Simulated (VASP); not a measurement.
# MgO (d3) (Fm-3m) in VASP: a series of runs

MgO (d3) is run at these levels: PBE+D3(BJ); tasks: single point, relaxation of cell and atoms.

Program: VASP 6.6.1. These are calculated values, not measurements. Logs are shortened: lines on timing, memory, paths and dates and some standing lists are left out, and cuts for length are marked.

## (1) The cell of the first run

Symmetry: Fm-3m, No. 225, cubic system. Conventional cell: a = 4.108 Å, b = 4.108 Å, c = 4.108 Å, α = 90.00°, β = 90.00°, γ = 90.00°. Mg (site symmetry m-3m) has 6 O at 2.05 Å within 2.7 Å. Within 2.7 Å of O (site symmetry m-3m) lie 6 Mg at 2.05 Å.

## (2) Single point, PBE+D3(BJ)

INCAR reads:

```
SYSTEM = MgO
ALGO = Normal
EDIFF = 1E-6
ENCUT = 600
GGA = PE
GGA_COMPAT = .False.
ISIF = 2
ISMEAR = 0
IVDW = 12
LASPH = .True.
LCHARG = .False.
LREAL = .False.
LWAVE = .False.
NBANDS = 11
NELM = 120
PREC = Accurate
SIGMA = 0.02
```

KPOINTS reads:

```
k-points
0
Gamma
  10 10 10
  0 0 0
```

POSCAR reads:

```
MgO
1.0
    0.0000000000      2.0539620388      2.0539620388
    2.0539620388      0.0000000000      2.0539620388
    2.0539620388      2.0539620388      0.0000000000
Mg O
1 1
Direct
    0.0000000000      0.0000000000      0.0000000000
    0.5000000000      0.5000000000      0.5000000000
```

Potentials or basis: VASP PAW PBE potentials, release 64 (Mg, O).

Run with:

```console
> cat potpaw_PBE.64/Mg/POTCAR potpaw_PBE.64/O/POTCAR > POTCAR
> mpirun -np 1 vasp_std > vasp.out
```

OUTCAR:

```text
SYSTEM = MgO
   EDIFF = 1E-6
   ENCUT = 600
   GGA = PE
   ISIF = 2
   ISMEAR = 0
   IVDW = 12
   LASPH = .True.
   LREAL = .False.
   NELM = 120
   PREC = Accurate
 IVDW          = 12

 ion  position               nearest neighbor table
   1  0.000  0.000  0.000-   2 2.05   2 2.05   2 2.05   2 2.05   2 2.05   2 2.05
   2  0.500  0.500  0.500-   1 2.05   1 2.05   1 2.05   1 2.05   1 2.05   1 2.05

  LATTYP: Found a face centered cubic cell.
 ALAT       =     4.1079240776

  Lattice vectors:

 A1 = (   0.0000000000,   2.0539620388,   2.0539620388)
 A2 = (   2.0539620388,   0.0000000000,   2.0539620388)
 A3 = (   2.0539620388,   2.0539620388,   0.0000000000)

Analysis of symmetry for initial positions (statically):
=====================================================================
 Subroutine PRICEL returns:
 Original cell was already a primitive cell.

 Routine SETGRP: Setting up the symmetry group for a
 face centered cubic supercell.

 Subroutine GETGRP returns: Found 48 space group operations
 (whereof 48 operations were pure point group operations)
 out of a pool of 48 trial point group operations.

The static configuration has the point symmetry O_h .

Analysis of symmetry for dynamics (positions and initial velocities):
=====================================================================
 Subroutine PRICEL returns:
 Original cell was already a primitive cell.

 Routine SETGRP: Setting up the symmetry group for a
 face centered cubic supercell.

 Subroutine GETGRP returns: Found 48 space group operations
 (whereof 48 operations were pure point group operations)
 out of a pool of 48 trial point group operations.

The dynamic configuration has the point symmetry O_h .

 Subroutine INISYM returns: Found 48 space group operations
 (whereof 48 operations are pure point group operations),
 and found     1 'primitive' translations

----------------------------------------------------------------------------------------

                                     Primitive cell

  volume of cell :      17.3303

  direct lattice vectors                    reciprocal lattice vectors
     0.000000000  2.053962039  2.053962039    -0.243431958  0.243431958  0.243431958
     2.053962039  0.000000000  2.053962039     0.243431958 -0.243431958  0.243431958
     2.053962039  2.053962039  0.000000000     0.243431958  0.243431958 -0.243431958

  length of vectors
     2.904740972  2.904740972  2.904740972     0.421636519  0.421636519  0.421636519

  position of ions in fractional coordinates (direct lattice)
     0.000000000  0.000000000  0.000000000
     0.500000000  0.500000000  0.500000000

  ion indices of the primitive-cell ions
   primitive index   ion index
                 1           1
                 2           2

----------------------------------------------------------------------------------------

 KPOINTS: k-points

Automatic generation of k-mesh.
 Grid dimensions read from file:
 generate k-points for:   10   10   10

 Generating k-lattice:

  Cartesian coordinates                     Fractional coordinates (reciprocal lattice)
    -0.024343196  0.024343196  0.024343196     0.100000000  0.000000000  0.000000000
     0.024343196 -0.024343196  0.024343196     0.000000000  0.100000000  0.000000000
     0.024343196  0.024343196 -0.024343196     0.000000000  0.000000000  0.100000000

  Length of vectors
     0.042163652  0.042163652  0.042163652

  Shift w.r.t. Gamma in fractional coordinates (k-lattice)
     0.000000000  0.000000000  0.000000000

 Subroutine IBZKPT returns following result:
 ===========================================

 Found     47 irreducible k-points:

 Following reciprocal coordinates:
            Coordinates               Weight
  0.000000  0.000000  0.000000      1.000000
  0.100000  0.000000  0.000000      8.000000
  0.200000  0.000000  0.000000      8.000000
  0.300000  0.000000  0.000000      8.000000
  0.400000  0.000000  0.000000      8.000000
  0.500000  0.000000  0.000000      4.000000
[... 16 lines left out ...]
  0.300000  0.300000  0.000000      6.000000
  0.400000  0.300000  0.000000     24.000000
 [... further k-points ...]
   k-points           NKPTS =     47   k-points in BZ     NKDIM =     47   number of bands    NBANDS=     11
   number of dos      NEDOS =    301   number of ions     NIONS =      2
   total plane-waves  NPLWV =  13824
   dimension x,y,z NGX =    24 NGY =   24 NGZ =   24
   dimension x,y,z NGXF=    48 NGYF=   48 NGZF=   48
   ions per type =               1   1
   NGX,Y,Z   is equivalent  to a cutoff of  13.74, 13.74, 13.74 a.u.
   NGXF,Y,Z  is equivalent  to a cutoff of  27.47, 27.47, 27.47 a.u.
 SYSTEM =  MgO
   PREC   = accura    normal or accurate (medium, high low for compatibility)
   ISTART =      0    job   : 0-new  1-cont  2-samecut
   ICHARG =      2    charge: 1-file 2-atom 10-const
   ISPIN  =      1    spin polarized calculation?
   LNONCOLLINEAR =      F non collinear calculations
   LSORBIT =      F    spin-orbit coupling
   LASPH  =      T    aspherical Exc in radial PAW
   ENCUT  =  600.0 eV  44.10 Ry    6.64 a.u.   5.80  5.80  5.80*2*pi/ulx,y,z
   NELM   =    120;   NELMIN=  2; NELMDL= -5     # of ELM steps
   EDIFF  = 0.1E-05   stopping-criterion for ELM
   LREAL  =      F    real-space projection
   EDIFFG = 0.1E-04   stopping-criterion for IOM
   NSW    =      0    number of steps for IOM
   IBRION =     -1    ionic relax: 0-MD 1-quasi-New 2-CG
   NFREE  =      0    steps in history (QN), initial steepest desc. (CG)
   ISIF   =      2    stress and relaxation
   ISYM   =      2    0-nonsym 1-usesym 2-fastsym
   POTIM  = 0.5000    time-step for ionic-motion
   TEBEG  =    0.0;   TEEND  =   0.0 temperature during run
   PSTRESS=    0.0 pullay stress
   NELECT =       8.0000    total number of electrons
   NUPDOWN=      -1.0000    fix difference up-down
   EMIN   =  10.00;   EMAX   =-10.00  energy-range for DOS
   EFERMI =   0.00;   METHOD = LEGACY
   ISMEAR =     0;   SIGMA  =   0.02  broadening in eV -4-tet -1-fermi 0-gaus
   EFERMI_NEDOS =   21; number of points for ismear=-14 and -15
   IALGO  =     38    algorithm
   IMIX   =      4    mixing-type and parameters
     AMIX     =   0.40;   BMIX     =  1.00
     AMIX_MAG =   1.60;   BMIX_MAG =  1.00
  volume/ion in A,a.u.               =       8.67        58.48
  Fermi-wavevector in a.u.,A,eV,Ry     =   1.265229  2.390936 21.780261  1.600804
  Thomas-Fermi vector in A             =   2.398493
   LORBIT       =      0    0 simple, 1 ext, 2 COOP (PROOUT), +10 PAW based schemes
   GGA     = PE    functional components
   LHFCALC =     F    Hartree Fock is set to
   AEXX    =    0.0000 exact exchange contribution
   IVDW    =    12    specifies the selected vdW correction
   LEPSILON=     F    determine dielectric tensor
   LRPA    =     F    only Hartree local field effects (RPA)
 non-spin polarized calculation
 Gauss-broadening in eV      SIGMA  =   0.02
  energy-cutoff  :      600.00
  volume of cell :       17.33
 maximum number of plane-waves:       589
   NGX = 11   NGY = 11   NGZ = 11

 number of electron       7.9999997 magnetization

 Free energy of the ion-electron system (eV)
  ---------------------------------------------------
  ext. energy  EPLUGINS =         0.00000000
  ---------------------------------------------------
  free energy    TOTEN  =       -11.81589959 eV

  energy without entropy =      -11.81589959  energy(sigma->0) =      -11.81589959

 E-fermi :   3.9733     XC(G=0): -11.4397

 val. band max:        3.7724523565   @ k =   0.0000   0.0000   0.0000
 cond. band min:       9.2667954275   @ k =   0.0000   0.0000   0.0000
 fundamental gap:      5.4943430710
 Fermi energy:         3.9732985849

 k-point     1 :       0.0000    0.0000    0.0000
  band No.  band energies     occupation
      1     -13.8933      2.00000
      2       3.7725      2.00000
      3       3.7725      2.00000
      4       3.7725      2.00000
      5       9.2668      0.00000
      6      19.9983      0.00000
      7      19.9983      0.00000
      8      19.9983      0.00000
      9      24.1172      0.00000
     10      25.9823      0.00000
     11      25.9823      0.00000

 k-point     2 :       0.1000    0.0000    0.0000
  band No.  band energies     occupation
      1     -13.7734      2.00000
      2       3.1053      2.00000
      3       3.6952      2.00000
      4       3.6952      2.00000
      5       9.8864      0.00000
      6      18.7266      0.00000
      7      20.2672      0.00000
      8      20.2672      0.00000
      9      25.3580      0.00000
     10      25.3580      0.00000
     11      25.9131      0.00000

 k-point     3 :       0.2000    0.0000    0.0000
  band No.  band energies     occupation
      1     -13.4419      2.00000
      2       1.7084      2.00000
      3       3.5004      2.00000
      4       3.5004      2.00000
      5      11.0690      0.00000
      6      17.2385      0.00000
      7      20.8478      0.00000
      8      20.8478      0.00000
      9      24.7008      0.00000
     10      24.7008      0.00000
     11      27.2672      0.00000

 k-point     4 :       0.3000    0.0000    0.0000
  band No.  band energies     occupation
      1     -12.9901      2.00000
      2       0.2761      2.00000
      3       3.2718      2.00000
      4       3.2718      2.00000
      5      11.9193      0.00000
      6      16.7064      0.00000
      7      21.1066      0.00000
      8      21.1066      0.00000
      9      25.1340      0.00000
     10      25.1340      0.00000
     11      26.6865      0.00000

 k-point     5 :       0.4000    0.0000    0.0000
  band No.  band energies     occupation
      1     -12.5802      2.00000
      2      -0.7873      2.00000
      3       3.0955      2.00000
      4       3.0955      2.00000
      5      12.1540      0.00000
      6      16.9997      0.00000
      7      20.9683      0.00000
      8      20.9683      0.00000
      9      26.0691      0.00000
     10      26.4510      0.00000
     11      26.4510      0.00000
[... 211 lines left out ...]
 k-point    21 :      -0.3000    0.2000    0.0000
  band No.  band energies     occupation
      1     -12.4933      2.00000
      2      -0.1515      2.00000
      3       1.8049      2.00000
      4       3.0333      2.00000
      5      13.7019      0.00000
      6      16.2628      0.00000
      7      18.8602      0.00000
      8      22.0212      0.00000
      9      24.7484      0.00000
     10      25.8288      0.00000
     11      30.1931      0.00000

 k-point    22 :      -0.2000    0.2000    0.0000
  band No.  band energies     occupation
      1     -12.8572      2.00000
      2       0.4898      2.00000
      3       2.3130      2.00000
      4       3.2621      2.00000
      5      12.9752      0.00000
      6      16.0924      0.00000
      7      19.7549      0.00000
      8      22.5018      0.00000
      9      22.8160      0.00000
     10      26.0420      0.00000
     11      29.9768      0.00000

 k-point    23 :       0.3000    0.3000    0.0000
  band No.  band energies     occupation
      1     -12.7629      2.00000
      2       0.4171      2.00000
      3       2.7561      2.00000
      4       2.7561      2.00000
      5      13.4492      0.00000
      6      14.3546      0.00000
      7      19.0564      0.00000
      8      22.6407      0.00000
      9      22.6407      0.00000
     10      28.7753      0.00000
     11      32.7405      0.00000

 k-point    24 :       0.4000    0.3000    0.0000
  band No.  band energies     occupation
      1     -12.4771      2.00000
      2      -0.0546      2.00000
      3       2.3574      2.00000
      4       2.5956      2.00000
      5      13.9040      0.00000
      6      14.4009      0.00000
      7      18.1999      0.00000
      8      22.9623      0.00000
      9      23.1838      0.00000
     10      29.6008      0.00000
     11      32.3038      0.00000

 [... further k-points ...]

------------------------ aborting loop because EDIFF is reached ----------------------------------------

 Edisp (eV)   -0.63348

 E8    (eV) :    -0.2483

  FORCE on cell =-STRESS in cart. coord.  units (eV):
  Direction    XX          YY          ZZ          XY          YZ          ZX
  --------------------------------------------------------------------------------------
  -------------------------------------------------------------------------------------
  Total       1.33424     1.33424     1.33424     0.00000     0.00000    -0.00000
  in kB     123.34950   123.34950   123.34950     0.00000     0.00000    -0.00000
  external pressure =      123.35 kB  Pullay stress =        0.00 kB

 VOLUME and BASIS-vectors are now :
 -----------------------------------------------------------------------------
  energy-cutoff  :      600.00
  volume of cell :       17.33
      direct lattice vectors                 reciprocal lattice vectors
     0.000000000  2.053962039  2.053962039    -0.243431958  0.243431958  0.243431958
     2.053962039  0.000000000  2.053962039     0.243431958 -0.243431958  0.243431958
     2.053962039  2.053962039  0.000000000     0.243431958  0.243431958 -0.243431958

 POSITION                                       TOTAL-FORCE (eV/Angst)
 -----------------------------------------------------------------------------------
      0.00000      0.00000      0.00000        -0.000000     -0.000000      0.000000
      2.05396      2.05396      2.05396         0.000000      0.000000     -0.000000
 -----------------------------------------------------------------------------------
    total drift:                               -0.000000     -0.000000      0.000000

  FREE ENERGIE OF THE ION-ELECTRON SYSTEM (eV)
  ---------------------------------------------------
  free  energy   TOTEN  =       -12.4493760260 eV

  energy  without entropy=      -12.4493760260  energy(sigma->0) =      -12.44937603
```

Wall time 7.7 s (1 thread of AMD EPYC 9R14 (Zen 4), shared host); peak memory 0.12 GiB.

Results:

```
Free energy                : -12.4494 eV
Pressure                   : 12.3 GPa
Band gap on the k mesh     : 5.49 eV, direct
Dispersion energy per atom : -0.317 eV
```

Levels at points of the mesh, in eV from the valence-band top:
| k point | band 2 | band 3 | band 4 | band 5 | band 6 | band 7 |
| --- | --- | --- | --- | --- | --- | --- |
| (0.00, 0.00, 0.00) | 0.00 | 0.00 | 0.00 | 5.49 | 16.23 | 16.23 |
| (0.50, 0.00, 0.00) | -4.96 | -0.74 | -0.74 | 8.39 | 13.48 | 17.10 |
| (0.50, 0.50, 0.00) | -4.40 | -1.46 | -1.46 | 9.20 | 10.82 | 13.92 |

## (3) Relaxation of cell and atoms, PBE+D3(BJ), target pressure 13.3 GPa, at which the enthalpy is minimised

This run uses another cell than the first one, of 9.37 Å³/atom, 1.082 times its volume.

INCAR reads:

```
SYSTEM = MgO
  PREC = Accurate
  ENCUT = 600
  EDIFF = 1E-7
  ISMEAR = 0
  SIGMA = 0.02
  LREAL = .FALSE.
  LASPH = .TRUE.
  NELM = 120
  ALGO = Normal
  ISIF = 3
  LWAVE = .FALSE.
  LCHARG = .FALSE.
  GGA = PE
  IVDW = 12
  IBRION = 2
  NSW = 100
  EDIFFG = -0.002
  PSTRESS = 133.0
  GGA_COMPAT = .FALSE.
  NELMIN = 4
```

KPOINTS reads:

```
Automatic mesh
0
G
  10 10 10
  0 0 0
```

POSCAR reads:

```
MgO
1.0
    0.0000000000      2.1085000000      2.1085000000
    2.1085000000      0.0000000000      2.1085000000
    2.1085000000      2.1085000000      0.0000000000
Mg O
1 1
Direct
    0.0000000000      0.0000000000      0.0000000000
    0.5000000000      0.5000000000      0.5000000000
```

Potentials or basis: VASP PAW PBE potentials, release 64 (Mg, O).

Run with:

```console
> cat potpaw_PBE.64/Mg/POTCAR potpaw_PBE.64/O/POTCAR > POTCAR
> mpirun -np 1 vasp_std > vasp.out
```

Wall time 19 s (1 thread of AMD EPYC 9R14 (Zen 4), shared host); peak memory 0.13 GiB.

It converged, with:

```yaml
Free_energy: -12.4469 eV
Relaxed_volume: 8.62 Å³/atom
Relaxed_cell: a = 2.900 Å, b = 2.900 Å, c = 2.900 Å, α = 60.00°, β = 60.00°, γ = 60.00°
Space_group_after_relaxing_to_0.05_Å: Fm-3m (No. 225)
Energy_change_on_relaxing_the_enthalpy_is_what_falls: +23.9 meV/atom
Ionic_steps: 6
Pressure_after_relaxing: 13.3 GPa
Band_gap_on_the_k_mesh: 5.55 eV, direct
Dispersion_energy_per_atom: -0.318 eV
```

Step by step:
| step | energy change (eV) | largest force (eV/Å) | pressure (GPa) | volume (Å³) |
| --- | --- | --- | --- | --- |
| 1 | 0.0000 | 0.0000 | -2.02 | 18.75 |
| 2 | 0.1455 | 0.0000 | 25.04 | 16.42 |
| 3 | 0.0474 | 0.0000 | 13.25 | 17.25 |
| 4 | 0.0498 | 0.0000 | 13.62 | 17.22 |
| 5 | 0.0465 | 0.0000 | 13.12 | 17.26 |
| 6 | 0.0478 | 0.0000 | 13.30 | 17.25 |

Final structure:
```
CELL_PARAMETERS angstrom
0.00000 2.05065 2.05065
2.05065 0.00000 2.05065
2.05065 2.05065 0.00000
ATOMIC_POSITIONS crystal
Mg 0.00000 0.00000 0.00000
O 0.50000 0.50000 0.50000
```

Levels at points of the mesh, in eV from the valence-band top:
```csv
k point,band 1,band 2,band 3,band 4,band 5,band 6,band 7,band 8
"(0.00, 0.00, 0.00)",-17.69,0.00,0.00,0.00,5.55,16.25,16.25,16.25
"(0.50, 0.00, 0.00)",-16.20,-4.98,-0.75,-0.75,8.42,13.53,17.16,17.16
"(0.50, 0.50, 0.00)",-15.91,-4.42,-1.46,-1.46,9.21,10.87,13.98,20.23
```

Caveat: the cell is relaxed towards a set pressure, so the enthalpy falls and the energy may rise.
